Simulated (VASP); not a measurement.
A run of VASP 6.6.1 is set up as follows.

File INCAR:

```
PREC     = Accurate       # precision mode
ENCUT    = 520            # plane-wave cutoff, eV
EDIFF    = 1E-7           # SCF threshold, eV
ISMEAR   = -1             # smearing method
SIGMA    = 0.1            # smearing width, eV
LREAL    = F              # projectors in reciprocal space
LASPH    = T              # aspherical terms in the spheres
NELM     = 80             # most SCF steps
ALGO     = Normal         # electronic algorithm
ISIF     = 2              # what is computed and relaxed
LWAVE    = F              # write WAVECAR
LCHARG   = F              # write CHGCAR
GGA      = PE             # functional
NBANDS   = 14             # bands
```

File KPOINTS:

```
Automatic mesh
0
Gamma
  21 21 12
```

Contents of POSCAR:

```
Re
1.0
    2.7768706464      0.0000000000      0.0000000000
   -1.3884353232      2.4048405228      0.0000000000
    0.0000000000      0.0000000000      4.4788142384
Re
2
Direct
    0.3333333333      0.6666666667      0.2500000000
    0.6666666667      0.3333333333      0.7500000000
```

Potentials or basis: VASP PAW PBE potentials, release 64 (Re).

Run with:

```bash
$ cat potpaw_PBE.64/Re/POTCAR > POTCAR
$ mpirun -np 1 vasp_std > vasp.out
```

Question: What does it give for the pressure?

Answer: -0.5 GPa.

Question: Predict the band gap on the k mesh.

Answer: Zero (bands 7 and 8 overlap by 3.16 eV).

Caveat: spin-orbit coupling is left out, which moves the levels of the heavy elements.
